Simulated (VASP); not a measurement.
Input of a VASP 6.6.1 run:

INCAR

```
PREC     = Accurate       # precision mode
ENCUT    = 520            # plane-wave cutoff, eV
EDIFF    = 1E-8           # SCF threshold, eV
ISMEAR   = 0              # smearing method
SIGMA    = 0.05           # smearing width, eV
LREAL    = False          # projectors in reciprocal space
LASPH    = True           # aspherical terms in the spheres
NELM     = 60             # most SCF steps
ALGO     = Normal         # electronic algorithm
ISIF     = 2              # what is computed and relaxed
LWAVE    = False          # write WAVECAR
LCHARG   = False          # write CHGCAR
GGA      = PS             # functional
LEFG     = True         
NBANDS   = 21             # bands
```

Contents of KPOINTS:

```
regular mesh
0
Gamma
  10 10 10
```

The input POSCAR:

```
PbF2
1.0
    0.0000000000      2.9489863356      2.9489863356
    2.9489863356      0.0000000000      2.9489863356
    2.9489863356      2.9489863356      0.0000000000
Pb F
1 2
Direct
    0.0000000000      0.0000000000      0.0000000000
    0.2500000000      0.2500000000      0.2500000000
    0.7500000000      0.7500000000      0.7500000000
```

Potentials or basis: VASP PAW PBE potentials, release 64 (Pb_d, F).

Launch:

```sh
$ cat potpaw_PBE.64/Pb_d/POTCAR potpaw_PBE.64/F/POTCAR > POTCAR
$ mpirun -np 1 vasp_std > vasp.out
```

Task: Estimate the pressure.

Result: -0.2 GPa.

Task: Estimate the band gap on the k mesh.

Result: 4.31 eV (least direct gap 4.45 eV).

Caveat: the PAW data sets were made with another functional, which shifts forces and pressure a little; spin-orbit coupling is left out, which moves the levels of the heavy elements. A k mesh can miss the band edges.
